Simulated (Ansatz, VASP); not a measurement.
**Two plane-wave programs on ZrN**

```
Zr N
1.0
     0.00000    2.30000    2.30000
     2.30000    0.00000    2.30000
     2.30000    2.30000    0.00000
Zr N
1 1
Cartesian
  2.3000 2.3000 2.3000
  0.0000 0.0000 0.0000
```

Alike in both runs: task single point; functional LDA; k mesh 4 × 4 × 4; no spin polarisation.

```csv
,VASP,Ansatz
version,VASP 6.6.1,Ansatz 0.2.0
potentials or method,"VASP PAW LDA potentials, release 64 (Zr_sv, N), cutoff 600 eV","plane waves, PAW"
occupations,"methfessel-paxton of order 1, width 0.15 eV","cold, width 0.15 eV"
valence electrons in the cell,17,17
```

VASP gave:

| Quantity | Value |
| --- | --- |
| pressure (GPa) | -11.8 |

Problem. What did Ansatz give for the same quantities?

Solution. Pressure (GPa): -12.4.

LDA's correlation is that of Perdew and Zunger in VASP and of Perdew and Wang (1992) in Ansatz.

The k mesh is coarse, so the values compare programs but aren't converged.
